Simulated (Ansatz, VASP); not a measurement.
**Two plane-wave programs on GaN**

INCAR

```
PREC     = Accurate       # precision mode
ENCUT    = 520            # plane-wave cutoff, eV
EDIFF    = 1E-6           # SCF threshold, eV
ISMEAR   = 0              # smearing method
SIGMA    = 0.03           # smearing width, eV
LREAL    = F              # projectors in reciprocal space
LASPH    = T              # aspherical terms in the spheres
NELM     = 80             # most SCF steps
ALGO     = Normal         # electronic algorithm
ISIF     = 2              # what is computed and relaxed
LWAVE    = F              # write WAVECAR
LCHARG   = F              # write CHGCAR
GGA      = CA             # functional
NBANDS   = 26             # bands
```

The input KPOINTS:

```
Automatic mesh
0
Gamma
  8 8 5
```

The input POSCAR:

```
GaN
1.0
    3.1698659985      0.0000000000      0.0000000000
   -1.5849329993      2.7451844813      0.0000000000
    0.0000000000      0.0000000000      5.1850000000
Ga N
2 2
Direct
    0.3333333333      0.6666666667      0.0005213892
    0.6666666667      0.3333333333      0.5005213892
    0.3333333333      0.6666666667      0.3764786108
    0.6666666667      0.3333333333      0.8764786108
```

Input for Ansatz:

```yaml
crystal:
  lattice:
    - [3.1698659985, 0.0, 0.0]
    - [-1.5849329993, 2.7451844813, 0.0]
    - [0.0, 0.0, 5.185]
  atoms:
    - { symbol: Ga, position: [0.3333333333, 0.6666666667, 0.0005213892] }
    - { symbol: Ga, position: [0.6666666667, 0.3333333333, 0.5005213892] }
    - { symbol: "N", position: [0.3333333333, 0.6666666667, 0.3764786108] }
    - { symbol: "N", position: [0.6666666667, 0.3333333333, 0.8764786108] }
scf:
  occupations: { method: gaussian, width: 0.03 }
output:
  eigenstates: { kpoints: [[0, 0, 0]] }
hamiltonian:
  xc: lda
kpoints:
  mp_grid: { grid: [8, 8, 5] }
```

Alike in both runs: task single point; functional LDA; k mesh 8 × 8 × 5; occupations gaussian, width 0.03 eV; no spin polarisation.

|  | VASP | Ansatz |
| --- | --- | --- |
| version | VASP 6.6.1 | Ansatz 0.2.0 |
| potentials or method | VASP PAW LDA potentials, release 64 (Ga_d, N) | scalar-relativistic, plane waves, PAW |
| plane-wave cutoff (eV) | 520 | 420 |
| valence electrons in the cell | 36 | 36 |

Ansatz gave:

* gap on the k mesh at the Fermi level (eV): 1.98
* least direct gap on the mesh (eV): 1.98

Question: Estimate VASP's values.

Answer: gap on the k mesh at the Fermi level (eV): 2.00; least direct gap on the mesh (eV): 2.00.

LDA's correlation is that of Perdew and Zunger in VASP and of Perdew and Wang (1992) in Ansatz.
